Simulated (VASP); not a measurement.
# Pd (Fm-3m) in VASP: notebook

Runs on Pd. Level: r2SCAN. Tasks: single point.

Program: VASP 6.6.1. These are calculated values, not measurements. Logs are shortened: lines on timing, memory, paths and dates and some standing lists are left out, and cuts for length are marked.

**1. The cell of the first run**

The structure is cubic, space group Fm-3m (No. 225). Conventional cell: a = 3.914 Å, b = 3.914 Å, c = 3.914 Å, α = 90.00°, β = 90.00°, γ = 90.00°. Pd (site symmetry m-3m) has 12 Pd at 2.77 Å within 3.6 Å.

**2. Single point, r2SCAN, collinear spin, ferromagnetic start**

The input, POSCAR:

```
Pd
1.0
    0.0000000000      1.9567730079      1.9567730079
    1.9567730079      0.0000000000      1.9567730079
    1.9567730079      1.9567730079      0.0000000000
Pd
1
Direct
    0.0000000000      0.0000000000      0.0000000000
```

The input, INCAR.step1:

```
ALGO = Normal
EDIFF = 1E-4
ENCUT = 520
GGA = PE
ISMEAR = -1
ISPIN = 2
LASPH = T
LCHARG = F
LMAXMIX = 4
LREAL = F
LWAVE = T
MAGMOM = 0.436
NBANDS = 15
NELM = 150
PREC = Accurate
SIGMA = 0.05
```

The input, INCAR.step2:

```
ALGO = Normal
EDIFF = 1E-7
ENCUT = 520
ISIF = 2
ISMEAR = -1
ISPIN = 2
ISTART = 1
LASPH = T
LCHARG = F
LMAXMIX = 4
LMIXTAU = T
LORBIT = 11
LREAL = F
LWAVE = F
MAGMOM = 0.436
METAGGA = R2SCAN
NBANDS = 15
NELM = 150
PREC = Accurate
SIGMA = 0.05
```

The input, KPOINTS:

```
k-points
0
Gamma
  14 14 14
```

Potentials or basis: VASP PAW PBE potentials, release 64 (Pd).

Started as:

```
$ cat potpaw_PBE.64/Pd/POTCAR > POTCAR
$ cp INCAR.step1 INCAR
$ mpirun -np 1 vasp_std > vasp.out
$ cp INCAR.step2 INCAR
$ mpirun -np 1 vasp_std > vasp.out
```

OUTCAR:

```text
EDIFF = 1E-7
   ENCUT = 520
   ISIF = 2
   ISMEAR = -1
   ISPIN = 2
   ISTART = 1
   LASPH = T
   LORBIT = 11
   LREAL = F
   METAGGA = R2SCAN
   NELM = 150
   PREC = Accurate

 ion  position               nearest neighbor table
   1  0.000  0.000  0.000-

  LATTYP: Found a face centered cubic cell.
 ALAT       =     3.9135460158

  Lattice vectors:

 A1 = (   0.0000000000,   1.9567730079,   1.9567730079)
 A2 = (   1.9567730079,   0.0000000000,   1.9567730079)
 A3 = (   1.9567730079,   1.9567730079,   0.0000000000)

Analysis of symmetry for initial positions (statically):
=====================================================================
 Subroutine PRICEL returns:
 Original cell was already a primitive cell.

 Routine SETGRP: Setting up the symmetry group for a
 face centered cubic supercell.

 Subroutine GETGRP returns: Found 48 space group operations
 (whereof 48 operations were pure point group operations)
 out of a pool of 48 trial point group operations.

The static configuration has the point symmetry O_h .

Analysis of symmetry for dynamics (positions and initial velocities):
=====================================================================
 Subroutine PRICEL returns:
 Original cell was already a primitive cell.

 Routine SETGRP: Setting up the symmetry group for a
 face centered cubic supercell.

 Subroutine GETGRP returns: Found 48 space group operations
 (whereof 48 operations were pure point group operations)
 out of a pool of 48 trial point group operations.

The dynamic configuration has the point symmetry O_h .

Analysis of structural, dynamic, and magnetic symmetry:
=====================================================================
 Subroutine PRICEL returns:
 Original cell was already a primitive cell.

 Routine SETGRP: Setting up the symmetry group for a
 face centered cubic supercell.

 Subroutine GETGRP returns: Found 48 space group operations
 (whereof 48 operations were pure point group operations)
 out of a pool of 48 trial point group operations.

The overall configuration has the point symmetry O_h .

 Subroutine INISYM returns: Found 48 space group operations
 (whereof 48 operations are pure point group operations),
 and found     1 'primitive' translations

----------------------------------------------------------------------------------------

                                     Primitive cell

  volume of cell :      14.9848

  direct lattice vectors                    reciprocal lattice vectors
     0.000000000  1.956773008  1.956773008    -0.255522740  0.255522740  0.255522740
     1.956773008  0.000000000  1.956773008     0.255522740 -0.255522740  0.255522740
     1.956773008  1.956773008  0.000000000     0.255522740  0.255522740 -0.255522740

  length of vectors
     2.767294926  2.767294926  2.767294926     0.442578368  0.442578368  0.442578368

  position of ions in fractional coordinates (direct lattice)
     0.000000000  0.000000000  0.000000000

  ion indices of the primitive-cell ions
   primitive index   ion index
                 1           1

----------------------------------------------------------------------------------------

 KPOINTS: k-points

Automatic generation of k-mesh.
 Grid dimensions read from file:
 generate k-points for:   14   14   14

 Generating k-lattice:

  Cartesian coordinates                     Fractional coordinates (reciprocal lattice)
    -0.018251624  0.018251624  0.018251624     0.071428571  0.000000000  0.000000000
     0.018251624 -0.018251624  0.018251624     0.000000000  0.071428571  0.000000000
     0.018251624  0.018251624 -0.018251624     0.000000000  0.000000000  0.071428571

  Length of vectors
     0.031612741  0.031612741  0.031612741

  Shift w.r.t. Gamma in fractional coordinates (k-lattice)
     0.000000000  0.000000000  0.000000000

 Subroutine IBZKPT returns following result:
 ===========================================

 Found    104 irreducible k-points:

 Following reciprocal coordinates:
            Coordinates               Weight
  0.000000  0.000000  0.000000      1.000000
  0.071429  0.000000  0.000000      8.000000
  0.142857  0.000000  0.000000      8.000000
  0.214286  0.000000  0.000000      8.000000
  0.285714  0.000000  0.000000      8.000000
  0.357143  0.000000  0.000000      8.000000
[... 16 lines left out ...]
  0.214286  0.142857  0.000000     24.000000
  0.285714  0.142857  0.000000     24.000000
 [... further k-points ...]
   k-points           NKPTS =    104   k-points in BZ     NKDIM =    104   number of bands    NBANDS=     15
   number of dos      NEDOS =    301   number of ions     NIONS =      1
   total plane-waves  NPLWV =  13824
   dimension x,y,z NGX =    24 NGY =   24 NGZ =   24
   dimension x,y,z NGXF=    48 NGYF=   48 NGZF=   48
   ions per type =               1
   NGX,Y,Z   is equivalent  to a cutoff of  14.42, 14.42, 14.42 a.u.
   NGXF,Y,Z  is equivalent  to a cutoff of  28.84, 28.84, 28.84 a.u.
 SYSTEM =  unknown system
   PREC   = accura    normal or accurate (medium, high low for compatibility)
   ISTART =      1    job   : 0-new  1-cont  2-samecut
   ICHARG =      0    charge: 1-file 2-atom 10-const
   ISPIN  =      2    spin polarized calculation?
   LNONCOLLINEAR =      F non collinear calculations
   LSORBIT =      F    spin-orbit coupling
   LASPH  =      T    aspherical Exc in radial PAW
   ENCUT  =  520.0 eV  38.22 Ry    6.18 a.u.   5.15  5.15  5.15*2*pi/ulx,y,z
   NELM   =    150;   NELMIN=  2; NELMDL=  0     # of ELM steps
   EDIFF  = 0.1E-06   stopping-criterion for ELM
   LREAL  =      F    real-space projection
   EDIFFG = 0.1E-05   stopping-criterion for IOM
   NSW    =      0    number of steps for IOM
   IBRION =     -1    ionic relax: 0-MD 1-quasi-New 2-CG
   NFREE  =      0    steps in history (QN), initial steepest desc. (CG)
   ISIF   =      2    stress and relaxation
   ISYM   =      2    0-nonsym 1-usesym 2-fastsym
   POTIM  = 0.5000    time-step for ionic-motion
   TEBEG  =    0.0;   TEEND  =   0.0 temperature during run
   PSTRESS=    0.0 pullay stress
   NELECT =      10.0000    total number of electrons
   NUPDOWN=      -1.0000    fix difference up-down
   EMIN   =  10.00;   EMAX   =-10.00  energy-range for DOS
   EFERMI =   0.00;   METHOD = LEGACY
   ISMEAR =    -1;   SIGMA  =   0.05  broadening in eV -4-tet -1-fermi 0-gaus
   EFERMI_NEDOS =   21; number of points for ismear=-14 and -15
   IALGO  =     38    algorithm
   IMIX   =      4    mixing-type and parameters
     AMIX     =   0.40;   BMIX     =  1.00
     AMIX_MAG =   1.60;   BMIX_MAG =  1.00
  volume/ion in A,a.u.               =      14.98       101.12
  Fermi-wavevector in a.u.,A,eV,Ry     =   1.430620  2.703480 27.846696  2.046674
  Thomas-Fermi vector in A             =   2.550446
   LORBIT       =     11    0 simple, 1 ext, 2 COOP (PROOUT), +10 PAW based schemes
   METAGGA = R2SCAN    functional components
   LHFCALC =     F    Hartree Fock is set to
   AEXX    =    0.0000 exact exchange contribution
   IVDW    =     0    specifies the selected vdW correction
   LEPSILON=     F    determine dielectric tensor
   LRPA    =     F    only Hartree local field effects (RPA)
 spin polarized calculation
  energy-cutoff  :      520.00
  volume of cell :       14.98
 maximum number of plane-waves:       415
 NGX is ok and might be reduce to    24
   NGX = 11   NGY = 11   NGZ = 11

 number of electron       9.9999999 magnetization       0.4769889

 Free energy of the ion-electron system (eV)
  ---------------------------------------------------
  ext. energy  EPLUGINS =         0.00000000
  ---------------------------------------------------
  free energy    TOTEN  =       -22.96396088 eV

  energy without entropy =      -22.95286567  energy(sigma->0) =      -22.95841328

 E-fermi :   9.4582     XC(G=0): -14.0173

 val. band max:        9.4482436685   @ k =  -0.4286   0.2143   0.0000
 cond. band min:       9.4618617682   @ k =   0.5000   0.2143   0.0714
 fundamental gap:      0.0136180997
 Fermi energy:         9.4581994940

 spin component 1

 k-point     1 :       0.0000    0.0000    0.0000
  band No.  band energies     occupation
      1       2.2846      1.00000
      2       6.2274      1.00000
      3       6.2274      1.00000
      4       6.2274      1.00000
      5       7.8792      1.00000
      6       7.8792      1.00000
      7      27.3535      0.00000
      8      31.2156      0.00000
      9      32.2420      0.00000
     10      32.2420      0.00000
     11      32.2420      0.00000
     12      37.7530      0.00000
     13      40.7542      0.00000
     14      40.7542      0.00000
     15      40.7542      0.00000
[... 397 lines left out ...]
 k-point    24 :       0.2857    0.1429    0.0000
  band No.  band energies     occupation
      1       4.3357      1.00000
      2       5.5276      1.00000
      3       6.5746      1.00000
      4       6.9655      1.00000
      5       8.0819      1.00000
      6       8.4342      1.00000
      7      25.2614      0.00000
      8      28.7383      0.00000
      9      29.8386      0.00000
     10      31.1653      0.00000
     11      31.8912      0.00000
     12      36.5231      0.00000
     13      38.5352      0.00000
     14      38.8911      0.00000
     15      42.1028      0.00000

 [... further k-points ...]

 spin component 2

 k-point     1 :       0.0000    0.0000    0.0000
  band No.  band energies     occupation
      1       2.2725      1.00000
      2       6.7750      1.00000
      3       6.7750      1.00000
      4       6.7750      1.00000
      5       8.2546      1.00000
      6       8.2546      1.00000
      7      27.3503      0.00000
      8      32.2585      0.00000
      9      32.2585      0.00000
     10      32.2585      0.00000
     11      32.4952      0.00000
     12      37.7304      0.00000
     13      40.8981      0.00000
     14      40.8981      0.00000
     15      40.8981      0.00000
[... 397 lines left out ...]
 k-point    24 :       0.2857    0.1429    0.0000
  band No.  band energies     occupation
      1       4.4288      1.00000
      2       5.9727      1.00000
      3       6.9968      1.00000
      4       7.4742      1.00000
      5       8.5100      1.00000
      6       8.8749      0.99999
      7      25.3787      0.00000
      8      28.7784      0.00000
      9      29.9461      0.00000
     10      31.8657      0.00000
     11      32.5479      0.00000
     12      36.6985      0.00000
     13      38.6416      0.00000
     14      39.0301      0.00000
     15      42.3074      0.00000

 [... further k-points ...]
[... 5 lines left out ...]
  --------------------------------------------------------------------------------------
  -------------------------------------------------------------------------------------
  Total        0.0627661      0.0627661      0.0627661      0.0000000      0.0000000     -0.0000000
  in kB        6.7109589      6.7109589      6.7109589      0.0000000      0.0000000     -0.0000000
  external PRESSURE =       6.7109589 kB  Pullay stress =       0.0000000 kB

 VOLUME and BASIS-vectors are now :
 -----------------------------------------------------------------------------
  energy-cutoff  :      520.00
  volume of cell :       14.98
      direct lattice vectors                 reciprocal lattice vectors
     0.000000000  1.956773008  1.956773008    -0.255522740  0.255522740  0.255522740
     1.956773008  0.000000000  1.956773008     0.255522740 -0.255522740  0.255522740
     1.956773008  1.956773008  0.000000000     0.255522740  0.255522740 -0.255522740

 POSITION                                       TOTAL-FORCE (eV/Angst)
 -----------------------------------------------------------------------------------
      0.00000      0.00000      0.00000         0.000000      0.000000      0.000000
 -----------------------------------------------------------------------------------
    total drift:                               -0.000000     -0.000000      0.000000

  FREE ENERGIE OF THE ION-ELECTRON SYSTEM (eV)
  ---------------------------------------------------
  free  energy   TOTEN  =       -22.9639608778 eV

  energy  without entropy=      -22.9528656729  energy(sigma->0) =      -22.95841328

 total charge

# of ion       s       p       d       tot
------------------------------------------
    1        0.509   0.449   8.489   9.447

 magnetization (x)

# of ion       s       p       d       tot
------------------------------------------
    1        0.003  -0.012   0.492   0.482
```

Run time: 3.7 min. Hardware: 1 thread of AMD EPYC 7R13 (Zen 3), shared host; peak memory 0.15 GiB.

Results:

```
Free energy                                           : -22.9640 eV
Pressure                                              : 0.7 GPa
Net moment                                            : 0.48 μB per cell
Site moments                                          : Pd +0.48 μB
Valence electrons inside the program's atomic spheres : Pd 9.45
```

Caveat: the PAW data sets were made with another functional, which shifts forces and pressure a little.

(Continued in part 2 of 2.)
